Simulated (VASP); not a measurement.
A run of VASP 6.6.1 is set up as follows.

File INCAR:

```
  PREC = Accurate
  ENCUT = 520
  EDIFF = 1E-6
  ISMEAR = 0
  SIGMA = 0.1
  LREAL = False
  LASPH = True
  NELM = 80
  ALGO = Normal
  ISIF = 2
  LWAVE = False
  LCHARG = False
  GGA = PE
  NBANDS = 29
```

Contents of KPOINTS:

```
Automatic mesh
0
Gamma
  10 10 10
```

File POSCAR:

```
ZrSi2
1.0
    1.8525903342     -7.3940131193      0.0000000000
    1.8525903342      7.3940131193      0.0000000000
    0.0000000000      0.0000000000      3.6790720093
Zr Si
2 4
Direct
    0.8946665385      0.1053334615      0.7500000000
    0.1053334615      0.8946665385      0.2500000000
    0.5530999461      0.4469000539      0.7500000000
    0.4469000539      0.5530999461      0.2500000000
    0.2503123056      0.7496876944      0.7500000000
    0.7496876944      0.2503123056      0.2500000000
```

Potentials or basis: VASP PAW PBE potentials, release 64 (Zr_sv, Si).

Run with:

```sh
$ cat potpaw_PBE.64/Zr_sv/POTCAR potpaw_PBE.64/Si/POTCAR > POTCAR
$ mpirun -np 1 vasp_std > vasp.out
```

Q: Estimate the band gap on the k mesh.

A: Zero (band 20 reaches 10.50 eV, above the bottom of band 21 at 9.55 eV).

Q: What does it give for the pressure?

A: 0.0 GPa.

Q: What does it give for the largest force?

A: 0.011 eV/Å.

Forces on the atoms (eV/Å):
```
Zr   0.000  0.002  0.000
Zr   0.000 -0.002  0.000
Si   0.000  0.011  0.000
Si   0.000 -0.011  0.000
Si   0.000  0.002  0.000
Si   0.000 -0.002  0.000
```
